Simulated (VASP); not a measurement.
Runs of VASP 6.6.1 on Os. The structure is hexagonal, space group P6_3/mmc (No. 194). Conventional cell: a = 2.734 Å, b = 2.734 Å, c = 4.320 Å, α = 90.00°, β = 90.00°, γ = 120.00°. Os (site symmetry -6m2) has 12 Os at 2.68 to 2.73 Å within 3.5 Å. 

| k mesh | gap on the mesh (eV) | pressure (GPa) |
| --- | --- | --- |
| 4 × 4 × 3 | none | (b) |
| 7 × 7 × 4 | none | -1.8 |
| 9 × 9 × 5 | none | -2.7 |
| 6 × 6 × 3 | none | -1.4 |
| 12 × 12 × 7 | none | -2.4 |
| 3 × 3 × 2 | none | (a) |

Alike in all rows: task single point; level PBEsol; potentials or basis VASP PAW PBE potentials, release 64 (Os); no spin polarisation; cell as given; cutoff (eV) 520; smearing gaussian 0.01 eV.

Task: Estimate the missing entries.

Result: (a) 7.1; (b) -2.3.

Caveats: some runs use coarse meshes; the PAW data sets were made with another functional, which shifts forces and pressure a little; spin-orbit coupling is left out, which moves the levels of the heavy elements.

A k mesh can miss the band edges, and the runs leave out spin-orbit coupling on Os.

A gap of «none» marks levels without a gap at the run's occupations.
